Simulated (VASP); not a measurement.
Runs of VASP 6.6.1 on MoH5. The structure is that of space group P4/mmm (No. 123), or close to it. The cells are those of the table. 

```csv
task,cell,k mesh,cutoff (eV),gap on the mesh (eV),pressure (GPa)
single point,"a = 3.704, b = 3.704, c = 2.527 Å, 6 atoms",6 × 6 × 6,520,none,(a)
single point,"a = 3.148, b = 3.148, c = 3.308 Å, 6 atoms",12 × 12 × 12,520,none,-0.1
relaxation of cell and atoms,"relaxed from a = 3.704, b = 3.704, c = 2.527 Å, 6 atoms",6 × 6 × 6,600,none,-0.2
single point,"a = 3.167, b = 3.167, c = 3.291 Å, 6 atoms",6 × 6 × 6,520,none,0.0
```

Alike in all rows: level PBE; potentials or basis VASP PAW PBE potentials, release 64 (H, Mo_sv); no spin polarisation; smearing gaussian 0.1 eV.

**Question.** Fill in the values left out.

**Answer.** (a) 93.8.

Caveats: some runs use coarse meshes; forces of over 1 eV/Å act on the atoms, so gaps and moduli don't describe the material at rest (some runs).

A k mesh can miss the band edges, and the runs leave out spin-orbit coupling on Mo.

A gap of «none» marks levels without a gap at the run's occupations.
